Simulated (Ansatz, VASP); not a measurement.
**VO2: VASP beside Ansatz**

```
V O
1.0
     4.61454    0.00000    0.00000
     0.00000    4.61454    0.00000
     0.00000    0.00000    2.89034
V O
2 4
Direct
  0.00000 0.00000 0.00000
  0.50000 0.50000 0.50000
  0.30180 0.30180 0.00000
  0.19820 0.80180 0.50000
  0.69820 0.69820 0.00000
  0.80180 0.19820 0.50000
```

Change from the starting cell: volume scaled by 1.04, ions relaxed.

Alike in both runs: functional PBE; k mesh 10 × 10 × 16; occupations fermi-dirac, width 0.05 eV; collinear spin.

Ansatz relaxed the structure, and its values are those at the end. VASP's run is a single point on that final structure, the one shown.

|  | VASP | Ansatz |
| --- | --- | --- |
| version | VASP 6.6.1 | Ansatz 0.2.0 |
| potentials or method | VASP PAW PBE potentials, release 64 (V_sv, O) | plane-wave PAW, scalar-relativistic |
| plane-wave cutoff (eV) | 600 | 420 |
| valence electrons in the cell | 50 | 50 |

```csv
,VASP,Ansatz,Ansatz less VASP
pressure (GPa),-6.4,-6.8,-0.48
rms of the force components (eV/Å),0.014,0.000,-0.0136
net moment per atom (μB),0.33,0.33,0.000
size of the moment on the site where the two differ most (μB),1.06,0.85,-0.212
```

Site moments also hang on the region over which each program counts them. The functional is the same, so the differences come from potentials, cutoffs and numerics. Ansatz's warnings: stress scf threshold loose.
